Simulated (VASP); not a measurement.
Here is a VASP 6.6.1 calculation.

File INCAR:

```
PREC = Accurate
ENCUT = 520
EDIFF = 1E-7
ISMEAR = -1
SIGMA = 0.02
LREAL = F
LASPH = T
NELM = 100
ALGO = Normal
ISIF = 2
LWAVE = F
LCHARG = F
GGA = PE
NBANDS = 17
```

KPOINTS

```
regular mesh
0
Gamma
  8 8 8
```

Contents of POSCAR:

```
PbSe
1.0
   -0.0860203568      3.0887022205      3.0887022205
    3.0887022205     -0.0860203568      3.0887022205
    3.0026818636      3.0026818636      0.0000000000
Pb Se
1 1
Direct
    0.0000000000      0.0000000000      0.0000000000
    0.5000000000      0.5000000000      0.5000000000
```

Potentials or basis: VASP PAW PBE potentials, release 64 (Pb_d, Se).

Launch:

```sh
$ cat potpaw_PBE.64/Pb_d/POTCAR potpaw_PBE.64/Se/POTCAR > POTCAR
$ mpirun -np 1 vasp_std > vasp.out
```

(1) Estimate the pressure.

(2) Predict the band gap on the k mesh.

Answers

(1) 0.9 GPa.

(2) 0.12 eV, indirect (least direct gap 0.34 eV).

Caveat: the cell differs from its parent crystal (shear xy strain -5.6%); spin-orbit coupling is left out, which moves the levels of the heavy elements.
